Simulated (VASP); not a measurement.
Fe:

```
Fe
1.0
    -1.46199    1.46199    1.46199
     1.46199   -1.46199    1.46199
     1.46199    1.46199   -1.46199
Fe
1
Direct
  0.00000 0.00000 0.00000
```

Base run:

* Program: VASP 6.6.1
* Functional: BLYP
* Dispersion: D4
* Potentials or basis: VASP PAW PBE potentials, release 64 (Fe)
* Cutoff: 520 eV
* k mesh: 13 × 13 × 13
* Occupations: fermi-dirac, width 0.05 eV
* Spin: collinear spin, ferromagnetic start
* Starting moments: [3.0] μB

Its results: pressure -14.4 GPa; net moment 2.36 μB per cell; site moments Fe +2.37 μB.

The run is repeated on the same cell with these changes: functional from BLYP to r2SCAN. What comes out?

Pressure -11.8 GPa; net moment 2.67 μB per cell; site moments Fe +2.76 μB.

Caveats: the cell stands under tension; the PAW data sets were made with another functional, which shifts forces and pressure a little.
